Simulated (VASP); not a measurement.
Runs of VASP 6.6.1 on Os. The structure is hexagonal, space group P6_3/mmc (No. 194). Conventional cell: a = 2.718 Å, b = 2.718 Å, c = 4.284 Å, α = 90.00°, β = 90.00°, γ = 120.00°. Within 3.5 Å of Os (site symmetry -6m2) lie 12 Os at 2.66 to 2.72 Å. 

```tsv
potentials or basis	k mesh	cutoff (eV)	smearing	second run	gap on the mesh (eV)	pressure (GPa)
VASP PAW LDA potentials, release 64 (Os_sv_GW)	11 × 11 × 6	500	fermi-dirac 0.1 eV	valence_matched	none	-0.5
VASP PAW LDA potentials, release 64 (Os_sv_GW)	5 × 5 × 3	500	fermi-dirac 0.1 eV	valence_matched	none	0.5
VASP PAW LDA potentials, release 64 (Os)	13 × 13 × 8	520	fermi-dirac 1 eV	-	none	26.0
VASP PAW LDA potentials, release 64 (Os_sv_GW)	13 × 13 × 8	500	fermi-dirac 0.2 eV	valence_matched	none	(a)
VASP PAW LDA potentials, release 64 (Os)	13 × 13 × 8	520	gaussian 0.01 eV	-	none	0.9
VASP PAW LDA potentials, release 64 (Os)	13 × 13 × 8	520	fermi-dirac 0.01 eV	-	none	0.9
VASP PAW LDA potentials, release 64 (Os_sv_GW)	13 × 13 × 8	500	fermi-dirac 0.1 eV	valence_matched	none	(b)
VASP PAW LDA potentials, release 64 (Os_sv_GW)	8 × 8 × 5	500	fermi-dirac 0.1 eV	valence_matched	none	-1.2
```

Alike in all rows: task single point; level LDA; no spin polarisation; cell as given.

Task: Estimate the missing entries.

Result: (a) -0.1; (b) -0.6.

Caveats: some runs use coarse meshes; spin-orbit coupling is left out, which moves the levels of the heavy elements.

A k mesh can miss the band edges, and the runs leave out spin-orbit coupling on Os.

A gap of «none» marks levels without a gap at the run's occupations.

The runs don't all hold the same shells in valence.
